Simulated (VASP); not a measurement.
# ZnO (P6_3mc) in VASP: notebook

The runs below take ZnO through single point, with PBE.

Program: VASP 6.6.1. These are calculated values, not measurements. Logs are shortened: lines on timing, memory, paths and dates and some standing lists are left out, and cuts for length are marked.

### Step 1. The cell of the first run

It takes space group P6_3mc (No. 186, hexagonal). Conventional cell: a = 3.250 Å, b = 3.250 Å, c = 5.207 Å, α = 90.00°, β = 90.00°, γ = 120.00°. Within 2.6 Å of Zn (site symmetry 3m) lie 4 O at 1.96 to 2.03 Å. O (site symmetry 3m) has 4 Zn at 1.96 to 2.03 Å within 2.6 Å.

### Step 2. Single point, PBE

The input, INCAR:

```
  ALGO = Normal
  EDIFF = 1E-6
  ENCUT = 520
  GGA = PE
  ISIF = 2
  ISMEAR = 0
  LASPH = T
  LCHARG = T
  LELF = T
  LREAL = F
  LVHAR = T
  LWAVE = F
  NBANDS = 26
  NELM = 100
  PREC = Accurate
  SIGMA = 0.01
```

The input, KPOINTS:

```
k-points
0
Gamma
  9 9 6
```

The input, POSCAR:

```
ZnO
1.0
    3.2498000000      0.0000000000      0.0000000000
   -1.6249000000      2.8144093572      0.0000000000
    0.0000000000      0.0000000000      5.2066000000
Zn O
2 2
Direct
    0.3333333333      0.6666666667      0.0000000000
    0.6666666667      0.3333333333      0.5000000000
    0.3333333333      0.6666666667      0.3900000000
    0.6666666667      0.3333333333      0.8900000000
```

Potentials or basis: VASP PAW PBE potentials, release 64 (Zn, O).

Command:

```sh
> cat potpaw_PBE.64/Zn/POTCAR potpaw_PBE.64/O/POTCAR > POTCAR
> mpirun -np 1 vasp_std > vasp.out
```

OUTCAR:

```text
EDIFF = 1E-6
   ENCUT = 520
   GGA = PE
   ISIF = 2
   ISMEAR = 0
   LASPH = T
   LREAL = F
   NELM = 100
   PREC = Accurate

 ion  position               nearest neighbor table
   1  0.333  0.667  0.000-   4 1.96   4 1.96   4 1.96   3 2.03
   2  0.667  0.333  0.500-   3 1.96   3 1.96   3 1.96   4 2.03
   3  0.333  0.667  0.390-   2 1.96   2 1.96   2 1.96   1 2.03
   4  0.667  0.333  0.890-   1 1.96   1 1.96   1 1.96   2 2.03

  LATTYP: Found a hexagonal cell.
 ALAT       =     3.2498000000
 C/A-ratio  =     1.6021293618

  Lattice vectors:

 A1 = (   3.2498000000,   0.0000000000,   0.0000000000)
 A2 = (  -1.6249000000,   2.8144093572,   0.0000000000)
 A3 = (   0.0000000000,   0.0000000000,   5.2066000000)

Analysis of symmetry for initial positions (statically):
=====================================================================
 Subroutine PRICEL returns:
 Original cell was already a primitive cell.

 Routine SETGRP: Setting up the symmetry group for a
 hexagonal supercell.

 Subroutine GETGRP returns: Found 12 space group operations
 (whereof  6 operations were pure point group operations)
 out of a pool of 24 trial point group operations.

The static configuration has the point symmetry C_3v.
 The point group associated with its full space group is C_6v.

Analysis of symmetry for dynamics (positions and initial velocities):
=====================================================================
 Subroutine PRICEL returns:
 Original cell was already a primitive cell.

 Routine SETGRP: Setting up the symmetry group for a
 hexagonal supercell.

 Subroutine GETGRP returns: Found 12 space group operations
 (whereof  6 operations were pure point group operations)
 out of a pool of 24 trial point group operations.

The dynamic configuration has the point symmetry C_3v.
 The point group associated with its full space group is C_6v.

 Subroutine INISYM returns: Found 12 space group operations
 (whereof  6 operations are pure point group operations),
 and found     1 'primitive' translations

----------------------------------------------------------------------------------------

                                     Primitive cell

  volume of cell :      47.6210

  direct lattice vectors                    reciprocal lattice vectors
     3.249800000  0.000000000  0.000000000     0.307711244  0.177657169  0.000000000
    -1.624900000  2.814409357  0.000000000     0.000000000  0.355314339  0.000000000
     0.000000000  0.000000000  5.206600000     0.000000000  0.000000000  0.192063919

  length of vectors
     3.249800000  3.249800000  5.206600000     0.355314339  0.355314339  0.192063919

  position of ions in fractional coordinates (direct lattice)
     0.333333333  0.666666667  0.000000000
     0.666666667  0.333333333  0.500000000
     0.333333333  0.666666667  0.390000000
     0.666666667  0.333333333  0.890000000

  ion indices of the primitive-cell ions
   primitive index   ion index
                 1           1
                 2           2
                 3           3
                 4           4

----------------------------------------------------------------------------------------

 KPOINTS: k-points

Automatic generation of k-mesh.
 Grid dimensions read from file:
 generate k-points for:    9    9    6

 Generating k-lattice:

  Cartesian coordinates                     Fractional coordinates (reciprocal lattice)
     0.034190138  0.019739685  0.000000000     0.111111111  0.000000000  0.000000000
     0.000000000  0.039479371  0.000000000     0.000000000  0.111111111  0.000000000
     0.000000000  0.000000000  0.032010653     0.000000000  0.000000000  0.166666667

  Length of vectors
     0.039479371  0.039479371  0.032010653

  Shift w.r.t. Gamma in fractional coordinates (k-lattice)
     0.000000000  0.000000000  0.000000000

 Subroutine IBZKPT returns following result:
 ===========================================

 Found     48 irreducible k-points:

 Following reciprocal coordinates:
            Coordinates               Weight
  0.000000  0.000000  0.000000      1.000000
  0.111111  0.000000  0.000000      6.000000
  0.222222  0.000000  0.000000      6.000000
  0.333333  0.000000  0.000000      6.000000
  0.444444  0.000000  0.000000      6.000000
  0.111111  0.111111  0.000000      6.000000
[... 16 lines left out ...]
  0.333333  0.222222  0.166667     24.000000
  0.333333  0.333333  0.166667      4.000000
 [... further k-points ...]
   k-points           NKPTS =     48   k-points in BZ     NKDIM =     48   number of bands    NBANDS=     26
   number of dos      NEDOS =    301   number of ions     NIONS =      4
   total plane-waves  NPLWV =  23040
   dimension x,y,z NGX =    24 NGY =   24 NGZ =   40
   dimension x,y,z NGXF=    48 NGYF=   48 NGZF=   80
   ions per type =               2   2
   NGX,Y,Z   is equivalent  to a cutoff of  12.28, 12.28, 12.77 a.u.
   NGXF,Y,Z  is equivalent  to a cutoff of  24.55, 24.55, 25.54 a.u.
 SYSTEM =  unknown system
   PREC   = accura    normal or accurate (medium, high low for compatibility)
   ISTART =      0    job   : 0-new  1-cont  2-samecut
   ICHARG =      2    charge: 1-file 2-atom 10-const
   ISPIN  =      1    spin polarized calculation?
   LNONCOLLINEAR =      F non collinear calculations
   LSORBIT =      F    spin-orbit coupling
   LASPH  =      T    aspherical Exc in radial PAW
   ENCUT  =  520.0 eV  38.22 Ry    6.18 a.u.   6.04  6.04  9.68*2*pi/ulx,y,z
   NELM   =    100;   NELMIN=  2; NELMDL= -5     # of ELM steps
   EDIFF  = 0.1E-05   stopping-criterion for ELM
   LREAL  =      F    real-space projection
   EDIFFG = 0.1E-04   stopping-criterion for IOM
   NSW    =      0    number of steps for IOM
   IBRION =     -1    ionic relax: 0-MD 1-quasi-New 2-CG
   NFREE  =      0    steps in history (QN), initial steepest desc. (CG)
   ISIF   =      2    stress and relaxation
   ISYM   =      2    0-nonsym 1-usesym 2-fastsym
   POTIM  = 0.5000    time-step for ionic-motion
   TEBEG  =    0.0;   TEEND  =   0.0 temperature during run
   PSTRESS=    0.0 pullay stress
   NELECT =      36.0000    total number of electrons
   NUPDOWN=      -1.0000    fix difference up-down
   EMIN   =  10.00;   EMAX   =-10.00  energy-range for DOS
   EFERMI =   0.00;   METHOD = LEGACY
   ISMEAR =     0;   SIGMA  =   0.01  broadening in eV -4-tet -1-fermi 0-gaus
   EFERMI_NEDOS =   21; number of points for ismear=-14 and -15
   IALGO  =     38    algorithm
   IMIX   =      4    mixing-type and parameters
     AMIX     =   0.40;   BMIX     =  1.00
     AMIX_MAG =   1.60;   BMIX_MAG =  1.00
  volume/ion in A,a.u.               =      11.91        80.34
  Fermi-wavevector in a.u.,A,eV,Ry     =   1.491339  2.818222 30.260597  2.224091
  Thomas-Fermi vector in A             =   2.604006
   LORBIT       =      0    0 simple, 1 ext, 2 COOP (PROOUT), +10 PAW based schemes
   GGA     = PE    functional components
   LHFCALC =     F    Hartree Fock is set to
   AEXX    =    0.0000 exact exchange contribution
   IVDW    =     0    specifies the selected vdW correction
   LEPSILON=     F    determine dielectric tensor
   LRPA    =     F    only Hartree local field effects (RPA)
 non-spin polarized calculation
 Gauss-broadening in eV      SIGMA  =   0.01
  energy-cutoff  :      520.00
  volume of cell :       47.62
 maximum number of plane-waves:      1302
   NGX = 13   NGY = 13   NGZ = 19

 number of electron      36.0000018 magnetization

 Free energy of the ion-electron system (eV)
  ---------------------------------------------------
  ext. energy  EPLUGINS =         0.00000000
  ---------------------------------------------------
  free energy    TOTEN  =       -17.81066232 eV

  energy without entropy =      -17.81066232  energy(sigma->0) =      -17.81066232

 E-fermi :   1.3101     XC(G=0): -10.9079

 val. band max:        1.2151186811   @ k =   0.0000   0.0000   0.0000
 cond. band min:       2.0053473907   @ k =   0.0000   0.0000   0.0000
 fundamental gap:      0.7902287096
 Fermi energy:         1.3100805269

 k-point     1 :       0.0000    0.0000    0.0000
  band No.  band energies     occupation
      1     -16.8894      2.00000
      2     -16.1691      2.00000
      3      -4.5431      2.00000
      4      -4.5431      2.00000
      5      -4.3918      2.00000
      6      -4.3918      2.00000
[... 18 lines left out ...]
     25      15.2807      0.00000
     26      15.2808      0.00000

 k-point     2 :       0.1111    0.0000    0.0000
  band No.  band energies     occupation
      1     -16.8219      2.00000
      2     -16.1387      2.00000
      3      -4.6139      2.00000
      4      -4.4973      2.00000
      5      -4.4037      2.00000
      6      -4.3335      2.00000
[... 18 lines left out ...]
     25      15.3781      0.00000
     26      15.4671      0.00000

 k-point     3 :       0.2222    0.0000    0.0000
  band No.  band energies     occupation
      1     -16.6414      2.00000
      2     -16.0660      2.00000
      3      -4.7549      2.00000
      4      -4.4383      2.00000
      5      -4.3852      2.00000
      6      -4.1823      2.00000
[... 18 lines left out ...]
     25      14.5594      0.00000
     26      15.5500      0.00000

 k-point     4 :       0.3333    0.0000    0.0000
  band No.  band energies     occupation
      1     -16.4122      2.00000
      2     -15.9984      2.00000
      3      -4.8237      2.00000
      4      -4.4844      2.00000
      5      -4.2746      2.00000
      6      -4.0258      2.00000
[... 18 lines left out ...]
     25      14.7784      0.00000
     26      15.3468      0.00000

 k-point     5 :       0.4444    0.0000    0.0000
  band No.  band energies     occupation
      1     -16.2321      2.00000
      2     -15.9792      2.00000
      3      -4.7567      2.00000
      4      -4.5567      2.00000
      5      -4.2180      2.00000
      6      -3.8746      2.00000
[... 18 lines left out ...]
     25      14.6726      0.00000
     26      15.4398      0.00000

 k-point     6 :       0.1111    0.1111    0.0000
  band No.  band energies     occupation
      1     -16.6977      2.00000
      2     -16.0872      2.00000
      3      -4.6921      2.00000
      4      -4.4704      2.00000
      5      -4.3916      2.00000
      6      -4.2833      2.00000
[... 427 lines left out ...]
 k-point    21 :       0.4444    0.1111    0.1667
  band No.  band energies     occupation
      1     -16.1624      2.00000
      2     -15.9926      2.00000
      3      -4.7037      2.00000
      4      -4.5524      2.00000
      5      -4.2141      2.00000
      6      -3.9408      2.00000
[... 18 lines left out ...]
     25      14.0141      0.00000
     26      15.1503      0.00000

 k-point    22 :       0.2222    0.2222    0.1667
  band No.  band energies     occupation
      1     -16.2781      2.00000
      2     -15.9986      2.00000
      3      -4.6495      2.00000
      4      -4.5379      2.00000
      5      -4.1700      2.00000
      6      -4.1657      2.00000
[... 18 lines left out ...]
     25      13.1094      0.00000
     26      16.3325      0.00000

 k-point    23 :       0.3333    0.2222    0.1667
  band No.  band energies     occupation
      1     -16.1307      2.00000
      2     -15.9929      2.00000
      3      -4.5491      2.00000
      4      -4.3713      2.00000
      5      -4.2010      2.00000
      6      -4.0248      2.00000
[... 18 lines left out ...]
     25      13.8445      0.00000
     26      15.3847      0.00000

 k-point    24 :       0.3333    0.3333    0.1667
  band No.  band energies     occupation
      1     -16.0358      2.00000
      2     -16.0358      2.00000
      3      -4.4544      2.00000
      4      -4.2270      2.00000
      5      -4.2270      2.00000
      6      -3.9182      2.00000
[... 18 lines left out ...]
     25      14.5668      0.00000
     26      15.5678      0.00000

 [... further k-points ...]
[... 5 lines left out ...]
  --------------------------------------------------------------------------------------
  -------------------------------------------------------------------------------------
  Total        2.1368931      2.1368931      1.1196066      0.0000000      0.0000000      0.0000000
  in kB       71.8944345     71.8944345     37.6684644      0.0000000      0.0000000      0.0000000
  external PRESSURE =      60.4857778 kB  Pullay stress =       0.0000000 kB

 VOLUME and BASIS-vectors are now :
 -----------------------------------------------------------------------------
  energy-cutoff  :      520.00
  volume of cell :       47.62
      direct lattice vectors                 reciprocal lattice vectors
     3.249800000  0.000000000  0.000000000     0.307711244  0.177657169  0.000000000
    -1.624900000  2.814409357  0.000000000     0.000000000  0.355314339  0.000000000
     0.000000000  0.000000000  5.206600000     0.000000000  0.000000000  0.192063919

 POSITION                                       TOTAL-FORCE (eV/Angst)
 -----------------------------------------------------------------------------------
     -0.00000      1.87627      0.00000         0.000000      0.000000      0.269095
      1.62490      0.93814      2.60330         0.000000     -0.000000      0.269095
     -0.00000      1.87627      2.03057        -0.000000      0.000000     -0.269095
      1.62490      0.93814      4.63387        -0.000000     -0.000000     -0.269095
 -----------------------------------------------------------------------------------
    total drift:                                0.000000      0.000001      0.000319

  FREE ENERGIE OF THE ION-ELECTRON SYSTEM (eV)
  ---------------------------------------------------
  free  energy   TOTEN  =       -17.8106623232 eV

  energy  without entropy=      -17.8106623232  energy(sigma->0) =      -17.81066232
```

Wall time 88 s (1 thread of AMD EPYC 7R13, shared host); peak memory 0.16 GiB.

Results:

```yaml
Free_energy: -17.8107 eV
Pressure: 6.0 GPa
Largest_force: 0.269 eV/Å
Band_gap_on_the_k_mesh: 0.79 eV, direct
```

Forces on the atoms (eV/Å):
```
Zn   0.000  0.000  0.269
Zn   0.000  0.000  0.269
O    0.000  0.000 -0.269
O    0.000  0.000 -0.269
```

A hybrid or GW would open this gap; PBE tends to underestimate it.

(Continued in part 2 of 2.)
